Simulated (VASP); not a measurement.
# Ti (Fm-3m) in VASP: notebook

Ti is run at these levels: PBE; tasks: single point.

All numbers are computed with VASP 6.6.1; they aren't measurements. Logs are shortened: lines on timing, memory, paths and dates and some standing lists are left out, and cuts for length are marked.

## Step 1: The cell of the first run

The structure is cubic, space group Fm-3m (No. 225). The conventional cell has a = 3.940 Å, b = 3.940 Å, c = 3.940 Å, α = 90.00°, β = 90.00°, γ = 90.00°. Within 3.7 Å of Ti (site symmetry m-3m) lie 12 Ti at 2.79 Å.

## Step 2: Single point, PBE, collinear spin, ferromagnetic start

INCAR reads:

```
PREC     = Accurate       # precision mode
ENCUT    = 520            # plane-wave cutoff, eV
EDIFF    = 1E-7           # SCF threshold, eV
ISMEAR   = 0              # smearing method
SIGMA    = 0.15           # smearing width, eV
LREAL    = F              # projectors in reciprocal space
LASPH    = T              # aspherical terms in the spheres
NELM     = 150            # most SCF steps
ALGO     = Fast           # electronic algorithm
ISIF     = 2              # what is computed and relaxed
LWAVE    = F              # write WAVECAR
LCHARG   = F              # write CHGCAR
ISPIN    = 2              # spin polarisation
MAGMOM   = 0.625          # initial moments
LORBIT   = 11             # projections on sites
NUPDOWN  = 0.625          # fixed moment
LMAXMIX  = 4              # l up to which the mixer works
GGA      = PE             # functional
NBANDS   = 16             # bands
```

KPOINTS reads:

```
regular mesh
0
Gamma
  20 20 20
```

POSCAR reads:

```
Ti
1.0
    0.0000000000      1.9702256091      1.9702256091
    1.9702256091      0.0000000000      1.9702256091
    1.9702256091      1.9702256091      0.0000000000
Ti
1
Direct
    0.0000000000      0.0000000000      0.0000000000
```

Potentials or basis: VASP PAW PBE potentials, release 64 (Ti_sv).

Command:

```sh
> cat potpaw_PBE.64/Ti_sv/POTCAR > POTCAR
> mpirun -np 1 vasp_std > vasp.out
```

OUTCAR:

```text
PREC = Accurate
   ENCUT = 520
   EDIFF = 1E-7
   ISMEAR = 0
   LREAL = F
   LASPH = T
   NELM = 150
   ISIF = 2
   ISPIN = 2
   LORBIT = 11
   NUPDOWN = 0.625
   GGA = PE

 ion  position               nearest neighbor table
   1  0.000  0.000  0.000-

  LATTYP: Found a face centered cubic cell.
 ALAT       =     3.9404512182

  Lattice vectors:

 A1 = (   0.0000000000,   1.9702256091,   1.9702256091)
 A2 = (   1.9702256091,   0.0000000000,   1.9702256091)
 A3 = (   1.9702256091,   1.9702256091,   0.0000000000)

Analysis of symmetry for initial positions (statically):
=====================================================================
 Subroutine PRICEL returns:
 Original cell was already a primitive cell.

 Routine SETGRP: Setting up the symmetry group for a
 face centered cubic supercell.

 Subroutine GETGRP returns: Found 48 space group operations
 (whereof 48 operations were pure point group operations)
 out of a pool of 48 trial point group operations.

The static configuration has the point symmetry O_h .

Analysis of symmetry for dynamics (positions and initial velocities):
=====================================================================
 Subroutine PRICEL returns:
 Original cell was already a primitive cell.

 Routine SETGRP: Setting up the symmetry group for a
 face centered cubic supercell.

 Subroutine GETGRP returns: Found 48 space group operations
 (whereof 48 operations were pure point group operations)
 out of a pool of 48 trial point group operations.

The dynamic configuration has the point symmetry O_h .

Analysis of structural, dynamic, and magnetic symmetry:
=====================================================================
 Subroutine PRICEL returns:
 Original cell was already a primitive cell.

 Routine SETGRP: Setting up the symmetry group for a
 face centered cubic supercell.

 Subroutine GETGRP returns: Found 48 space group operations
 (whereof 48 operations were pure point group operations)
 out of a pool of 48 trial point group operations.

The overall configuration has the point symmetry O_h .

 Subroutine INISYM returns: Found 48 space group operations
 (whereof 48 operations are pure point group operations),
 and found     1 'primitive' translations

----------------------------------------------------------------------------------------

                                     Primitive cell

  volume of cell :      15.2960

  direct lattice vectors                    reciprocal lattice vectors
     0.000000000  1.970225609  1.970225609    -0.253778043  0.253778043  0.253778043
[... 103 lines left out ...]
     AMIX     =   0.40;   BMIX     =  1.00
     AMIX_MAG =   1.60;   BMIX_MAG =  1.00
  volume/ion in A,a.u.               =      15.30       103.22
  Fermi-wavevector in a.u.,A,eV,Ry     =   1.509881  2.853261 31.017740  2.279740
  Thomas-Fermi vector in A             =   2.620144
   LORBIT       =     11    0 simple, 1 ext, 2 COOP (PROOUT), +10 PAW based schemes
   GGA     = PE    functional components
   LHFCALC =     F    Hartree Fock is set to
   AEXX    =    0.0000 exact exchange contribution
   IVDW    =     0    specifies the selected vdW correction
   LEPSILON=     F    determine dielectric tensor
   LRPA    =     F    only Hartree local field effects (RPA)
 spin polarized calculation
 RMM-DIIS sequential band-by-band and
 Gauss-broadening in eV      SIGMA  =   0.15
  energy-cutoff  :      520.00
  volume of cell :       15.30
 maximum number of plane-waves:       424
 NGX is ok and might be reduce to    24
   NGX = 11   NGY = 11   NGZ = 11

 number of electron      12.0000000 magnetization       0.6250000

 Free energy of the ion-electron system (eV)
  ---------------------------------------------------
  ext. energy  EPLUGINS =         0.00000000
  ---------------------------------------------------
  free energy    TOTEN  =        -7.63251150 eV

  energy without entropy =       -7.61695821  energy(sigma->0) =       -7.62473485

 E-fermi :   9.4543     XC(G=0): -12.0992

 val. band max:        9.8188282613   @ k =   0.4500   0.2000   0.1000
 cond. band min:       9.4583093872   @ k =   0.3000   0.1500   0.0000
 fundamental gap:     -0.3605188741
 Fermi energy:         9.8325932373

 spin component 1

 k-point     1 :       0.0000    0.0000    0.0000
  band No.  band energies     occupation
      1     -47.0340      1.00000
      2     -22.7115      1.00000
      3     -22.7115      1.00000
      4     -22.7115      1.00000
      5       3.0228      1.00000
      6      10.3628      0.00000
[... 435 lines left out ...]
      5       6.2415      1.00000
      6       9.5814      0.99106
[... 8 lines left out ...]
     15      33.6165      0.00000
     16      33.9027      0.00000

 [... further k-points ...]

 spin component 2

 k-point     1 :       0.0000    0.0000    0.0000
  band No.  band energies     occupation
      1     -46.6556      1.00000
      2     -22.3364      1.00000
      3     -22.3364      1.00000
      4     -22.3364      1.00000
      5       3.5279      1.00000
      6      10.8490      0.00000
[... 435 lines left out ...]
      5       6.7700      1.00000
      6      10.0593      0.00000
[... 8 lines left out ...]
     15      34.0370      0.00000
     16      34.3720      0.00000

 [... further k-points ...]

------------------------ aborting loop because EDIFF is reached ----------------------------------------

  FORCE on cell =-STRESS in cart. coord.  units (eV):
  Direction    XX          YY          ZZ          XY          YZ          ZX
  --------------------------------------------------------------------------------------
  -------------------------------------------------------------------------------------
  Total        1.7377403      1.7377403      1.7377403      0.0000000      0.0000000     -0.0000000
  in kB      182.0193589    182.0193589    182.0193589      0.0000000      0.0000000     -0.0000000
  external PRESSURE =     182.0193589 kB  Pullay stress =       0.0000000 kB

 VOLUME and BASIS-vectors are now :
 -----------------------------------------------------------------------------
  energy-cutoff  :      520.00
  volume of cell :       15.30
      direct lattice vectors                 reciprocal lattice vectors
     0.000000000  1.970225609  1.970225609    -0.253778043  0.253778043  0.253778043
     1.970225609  0.000000000  1.970225609     0.253778043 -0.253778043  0.253778043
     1.970225609  1.970225609  0.000000000     0.253778043  0.253778043 -0.253778043

 POSITION                                       TOTAL-FORCE (eV/Angst)
 -----------------------------------------------------------------------------------
      0.00000      0.00000      0.00000        -0.000000     -0.000000     -0.000000
 -----------------------------------------------------------------------------------
    total drift:                               -0.000000      0.000000     -0.000000

  FREE ENERGIE OF THE ION-ELECTRON SYSTEM (eV)
  ---------------------------------------------------
  free  energy   TOTEN  =        -7.6325115009 eV

  energy  without entropy=       -7.6169582066  energy(sigma->0) =       -7.62473485

 total charge

# of ion       s       p       d       tot
------------------------------------------
    1        2.275   6.143   2.007  10.425

 magnetization (x)

# of ion       s       p       d       tot
------------------------------------------
    1        0.006   0.052   0.385   0.443
```

It took 2.5 min on 1 thread of Intel Xeon 6975P-C, shared host; peak memory 0.22 GiB.

What came out:

| Item | Value |
| --- | --- |
| Free energy | -7.6325 eV |
| Pressure | 18.2 GPa |
| Net moment | 0.62 μB per cell |
| Site moments | Ti +0.44 μB |
| Valence electrons inside the program's atomic spheres | Ti 10.43 |

Caveat: the total moment is fixed, so each spin has its own Fermi level.

## Step 3: Single point, PBE, collinear spin, ferromagnetic start

INCAR reads:

```
PREC = Accurate ; ENCUT = 520
EDIFF = 1E-7 ; ISMEAR = 0
SIGMA = 0.15 ; LREAL = False
LASPH = True ; NELM = 150
ALGO = Normal ; ISIF = 2
LWAVE = False ; LCHARG = False
ISPIN = 2 ; MAGMOM = 0.875
LORBIT = 11 ; NUPDOWN = 0.875
LMAXMIX = 4 ; GGA = PE
NBANDS = 16
```

KPOINTS is that of step 2.

POSCAR is that of step 2.

Potentials or basis: VASP PAW PBE potentials, release 64 (Ti_sv).

Command:

```sh
> cat potpaw_PBE.64/Ti_sv/POTCAR > POTCAR
> mpirun -np 1 vasp_std > vasp.out
```

Wall time 98 s (1 thread of Intel Xeon 6975P-C, shared host); peak memory 0.22 GiB.

The run converged. Its results:

```
Free energy                                           : -7.5728 eV
Pressure                                              : 19.8 GPa
Net moment                                            : 0.88 μB per cell
Site moments                                          : Ti +0.62 μB
Valence electrons inside the program's atomic spheres : Ti 10.43
```

Caveat: the total moment is fixed, so each spin has its own Fermi level.

## Step 4: Single point, PBE, collinear spin, ferromagnetic start

INCAR reads:

```
PREC = Accurate
ENCUT = 520
EDIFF = 1E-7
ISMEAR = 0
SIGMA = 0.15
LREAL = False
LASPH = True
NELM = 150
ALGO = Normal
ISIF = 2
LWAVE = False
LCHARG = False
ISPIN = 2
MAGMOM = 0.375
LORBIT = 11
NUPDOWN = 0.375
LMAXMIX = 4
GGA = PE
NBANDS = 16
```

KPOINTS reads:

```
Automatic mesh
0
Gamma
  20 20 20
```

POSCAR is that of step 3.

Potentials or basis: VASP PAW PBE potentials, release 64 (Ti_sv).

Command:

```sh
> cat potpaw_PBE.64/Ti_sv/POTCAR > POTCAR
> mpirun -np 1 vasp_std > vasp.out
```

OUTCAR:

```text
PREC = Accurate
   ENCUT = 520
   EDIFF = 1E-7
   ISMEAR = 0
   LREAL = False
   LASPH = True
   NELM = 150
   ISIF = 2
   ISPIN = 2
   LORBIT = 11
   NUPDOWN = 0.375
   GGA = PE

 ion  position               nearest neighbor table
   1  0.000  0.000  0.000-

  LATTYP: Found a face centered cubic cell.
 ALAT       =     3.9404512182

  Lattice vectors:

 A1 = (   0.0000000000,   1.9702256091,   1.9702256091)
 A2 = (   1.9702256091,   0.0000000000,   1.9702256091)
[... 1121 lines left out ...]
  -------------------------------------------------------------------------------------
  Total        1.6421476      1.6421476      1.6421476     -0.0000000      0.0000000      0.0000000
  in kB      172.0065160    172.0065160    172.0065160     -0.0000000      0.0000000      0.0000000
  external PRESSURE =     172.0065160 kB  Pullay stress =       0.0000000 kB

 VOLUME and BASIS-vectors are now :
 -----------------------------------------------------------------------------
  energy-cutoff  :      520.00
  volume of cell :       15.30
      direct lattice vectors                 reciprocal lattice vectors
     0.000000000  1.970225609  1.970225609    -0.253778043  0.253778043  0.253778043
     1.970225609  0.000000000  1.970225609     0.253778043 -0.253778043  0.253778043
     1.970225609  1.970225609  0.000000000     0.253778043  0.253778043 -0.253778043

 POSITION                                       TOTAL-FORCE (eV/Angst)
 -----------------------------------------------------------------------------------
      0.00000      0.00000      0.00000        -0.000000     -0.000000      0.000000
 -----------------------------------------------------------------------------------
    total drift:                                0.000000      0.000000     -0.000000

  FREE ENERGIE OF THE ION-ELECTRON SYSTEM (eV)
  ---------------------------------------------------
  free  energy   TOTEN  =        -7.6693259969 eV

  energy  without entropy=       -7.6527159732  energy(sigma->0) =       -7.66102099

 total charge

# of ion       s       p       d       tot
------------------------------------------
    1        2.274   6.142   2.007  10.424

 magnetization (x)

# of ion       s       p       d       tot
------------------------------------------
    1        0.004   0.032   0.229   0.265
```

OSZICAR:

```text
N       E                     dE             d eps       ncg     rms          rms(c)
DAV:   1     0.886421972333E+02    0.88642E+02   -0.57093E+03 16544   0.884E+02
DAV:   2    -0.457766959737E+01   -0.93220E+02   -0.88954E+02 18336   0.249E+02
DAV:   3    -0.837061385969E+01   -0.37929E+01   -0.37728E+01 18848   0.511E+01
DAV:   4    -0.844094424408E+01   -0.70330E-01   -0.70311E-01 19928   0.636E+00
DAV:   5    -0.844224090588E+01   -0.12967E-02   -0.12967E-02 19192   0.760E-01    0.955E+00
DAV:   6    -0.765637438321E+01    0.78587E+00   -0.92571E-01 17472   0.146E+01    0.283E+00
DAV:   7    -0.765197993164E+01    0.43945E-02   -0.10987E-01 22512   0.350E+00    0.146E+00
DAV:   8    -0.766442763587E+01   -0.12448E-01   -0.40940E-02 16472   0.197E+00    0.643E-01
DAV:   9    -0.766912070085E+01   -0.46931E-02   -0.64310E-03 20512   0.747E-01    0.158E-01
DAV:  10    -0.766931508462E+01   -0.19438E-03   -0.33409E-04 18792   0.160E-01    0.540E-02
DAV:  11    -0.766933308128E+01   -0.17997E-04   -0.10644E-04 17064   0.843E-02    0.187E-02
DAV:  12    -0.766932689882E+01    0.61825E-05   -0.15777E-05 18640   0.360E-02    0.740E-03
DAV:  13    -0.766932558220E+01    0.13166E-05   -0.90647E-07 19176   0.820E-03    0.186E-03
DAV:  14    -0.766932577589E+01   -0.19369E-06   -0.38838E-07 23944   0.381E-03    0.641E-04
DAV:  15    -0.766932598840E+01   -0.21251E-06   -0.11242E-07 15928   0.181E-03    0.546E-04
DAV:  16    -0.766932599688E+01   -0.84797E-08   -0.92577E-09  8584   0.730E-04
   1 F= -.76693260E+01 E0= -.76610210E+01  d E =-.166100E-01  mag=     0.3750
```

stdout:

```text
POSCAR found type information on POSCAR Ti
 POSCAR found :  1 types and       1 ions
 scaLAPACK will be used
 LDA part: xc-table for (Slater+PW92), standard interpolation
 POSCAR, INCAR and KPOINTS ok, starting setup
 FFT: planning ... GRIDC
 FFT: planning ... GRID_SOFT
 FFT: planning ... GRID
 WAVECAR not read
 entering main loop
```

It took 100 s on 1 thread of Intel Xeon 6975P-C, shared host; peak memory 0.22 GiB.

Results:

```yaml
Free_energy: -7.6693 eV
Pressure: 17.2 GPa
Net_moment: 0.38 μB per cell
Site_moments: Ti +0.27 μB
Valence_electrons_inside_the_program's_atomic_spheres: Ti 10.42
```

Caveat: the total moment is fixed, so each spin has its own Fermi level.

## Step 5: The runs side by side

| fixed moment (μB) | pressure (GPa) | moment (μB) |
| --- | --- | --- |
| 0.625 | 18.2 | 0.62 |
| 0.875 | 19.8 | 0.88 |
| 0.375 | 17.2 | 0.38 |

Alike in all rows: task single point; level PBE; potentials or basis VASP PAW PBE potentials, release 64 (Ti_sv); spin collinear, ferromagnetic start; cell as given; k mesh 20 × 20 × 20; cutoff (eV) 520; smearing gaussian 0.15 eV.

Caveats: the total moment is fixed, so each spin has its own Fermi level.

Total energies depend on the potentials used, so only differences within one code and one set of settings carry meaning.
